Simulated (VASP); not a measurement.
Here is a VASP 6.6.1 calculation.

The input POSCAR:

```
AgPt3
1.0
    3.9681360122      0.0000000000      0.0000000000
    0.0000000000      3.9681360122      0.0000000000
    0.0000000000      0.0000000000      3.9681360122
Ag Pt
1 3
Direct
    0.0000000000      0.0000000000      0.0000000000
    0.0000000000      0.5000000000      0.5000000000
    0.5000000000      0.0000000000      0.5000000000
    0.5000000000      0.5000000000      0.0000000000
```

INCAR.step1

```
SYSTEM = AgPt3
PREC = Accurate
ENCUT = 520
ISMEAR = 1
SIGMA = 0.1
LREAL = .FALSE.
LASPH = .TRUE.
NELM = 60
NBANDS = 28
GGA = PE
ALGO = Normal
EDIFF = 1E-4
LWAVE = .TRUE.
LCHARG = .FALSE.
```

INCAR.step2

```
SYSTEM = AgPt3
PREC = Accurate
ENCUT = 520
EDIFF = 1E-6
ISMEAR = 1
SIGMA = 0.1
LREAL = .FALSE.
LASPH = .TRUE.
NELM = 60
ALGO = Normal
ISIF = 2
LWAVE = .FALSE.
LCHARG = .FALSE.
METAGGA = R2SCAN
LMIXTAU = .TRUE.
NBANDS = 28
ISTART = 1
```

Contents of KPOINTS:

```
regular mesh
0
G
  6 6 6
  0 0 0
```

Potentials or basis: VASP PAW PBE potentials, release 64 (Ag, Pt).

Run with:

```bash
$ cat potpaw_PBE.64/Ag/POTCAR potpaw_PBE.64/Pt/POTCAR > POTCAR
$ cp INCAR.step1 INCAR
$ mpirun -np 1 vasp_std > vasp.out
$ cp INCAR.step2 INCAR
$ mpirun -np 1 vasp_std > vasp.out
```

(1) Estimate the pressure.

Answers

(1) 0.9 GPa.

Caveat: the PAW data sets were made with another functional, which shifts forces and pressure a little.
